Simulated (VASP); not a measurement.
Input of a VASP 6.6.1 run:

The input INCAR:

```
SYSTEM = Pb
  PREC = Accurate
  ENCUT = 520
  EDIFF = 1E-6
  ISMEAR = -1
  SIGMA = 0.05
  LREAL = .FALSE.
  LASPH = .TRUE.
  NELM = 100
  ALGO = Normal
  ISIF = 2
  LWAVE = .FALSE.
  LCHARG = .FALSE.
  GGA = PS
  NBANDS = 21
```

File KPOINTS:

```
regular mesh
0
G
  9 9 5
  0 0 0
```

The input POSCAR:

```
Pb
1.0
    3.4313605914      0.0000000000      0.0000000000
   -1.7156802957      2.9716454417      0.0000000000
    0.0000000000      0.0000000000      5.8465614345
Pb
2
Direct
    0.6666666667      0.3333333333      0.7500000000
    0.3333333333      0.6666666667      0.2500000000
```

Potentials or basis: VASP PAW PBE potentials, release 64 (Pb_d).

The run is started by

```console
$ cat potpaw_PBE.64/Pb_d/POTCAR > POTCAR
$ mpirun -np 1 vasp_std > vasp.out
```

Estimate the band gap on the k mesh.

zero (band 14 reaches 13.44 eV, above the bottom of band 15 at 5.32 eV).

Predict the pressure.

-0.1 GPa.

Caveat: the PAW data sets were made with another functional, which shifts forces and pressure a little; spin-orbit coupling is left out, which moves the levels of the heavy elements.
